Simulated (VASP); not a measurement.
Sc, 2 atoms in the cell. The structure is hexagonal, space group P6_3/mmc (No. 194). The conventional cell has a = 3.320 Å, b = 3.320 Å, c = 5.025 Å, α = 90.00°, β = 90.00°, γ = 120.00°. Within 4.2 Å of Sc (site symmetry -6m2) lie 12 Sc at 3.16 to 3.32 Å. 

- Program: VASP 6.6.1
- Task: single point
- Functional: PBE
- Potentials or basis: VASP PAW PBE potentials, release 64 (Sc_sv)
- Cutoff: 520 eV
- k mesh: 15 × 15 × 10
- Occupations: gaussian, width 0.15 eV
- Spin: no spin polarisation
- Dipole correction: no
- Further INCAR settings: ALGO = Fast; EDIFF = 1e-06; NBANDS = 18

Potentials or basis: VASP PAW PBE potentials, release 64 (Sc_sv).

Launch:

```bash
$ cat potpaw_PBE.64/Sc_sv/POTCAR > POTCAR
$ mpirun -np 1 vasp_std > vasp.out
```

Hardware: 1 thread of Intel Xeon 8259CL, on a shared host.

Task: How long does it take, and how much memory?

Result: It took 5.3 min on 1 thread of Intel Xeon 8259CL, on a shared host, peak memory 0.25 GiB. Counts: scf iterations 16, k points 162.
